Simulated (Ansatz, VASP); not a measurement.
SbTe2O3: VASP beside Ansatz

```xyz
6
Lattice="5.7616 0.0000 0.0000 -2.8808 4.9897 0.0000 0.0000 0.0000 3.3735" Properties=species:S:1:pos:R:3 pbc="T T T"
Sb    0.0000    0.0000    0.0000
Te    0.0000    3.3265    0.0000
Te    2.8808    1.6632    0.0000
O     2.8808    0.0000    1.6867
O     1.4404    2.4949    1.6867
O    -1.4404    2.4949    1.6867
```

Change from the starting cell: species swapped into the CeB2Ru3 type (P6/mmm, No. 191).

Alike in both runs: task relaxation of cell and atoms; functional PBE; k mesh 6 × 6 × 12; occupations gaussian, width 0.1 eV; no spin polarisation.

```csv
,VASP,Ansatz
version,VASP 6.6.1,Ansatz 0.2.0
potentials or method,"VASP PAW PBE potentials, release 64 (Sb, Te, O), cutoff 600 eV","scalar-relativistic, plane waves, PAW"
valence electrons in the cell,35,65
```

Ansatz gave:

```
gap on the k mesh at the Fermi level, each at its own relaxed structure (eV) : none
relaxed volume (Å³/atom)                                                     : 16.13
relaxed cell length with the largest relative difference (Å)                 : 3.367
```

Task: What did VASP give for the same quantities?

Result: gap on the k mesh at the Fermi level, each at its own relaxed structure (eV): none; relaxed volume (Å³/atom): 16.04; relaxed cell length with the largest relative difference (Å): 3.361.

A gap of «none» marks a metal or a gap that the smearing closes. VASP's potentials hold 35 valence electrons a cell and Ansatz's 65, so a difference there can come from the potentials and not from the codes.

Spin-orbit coupling is off throughout.
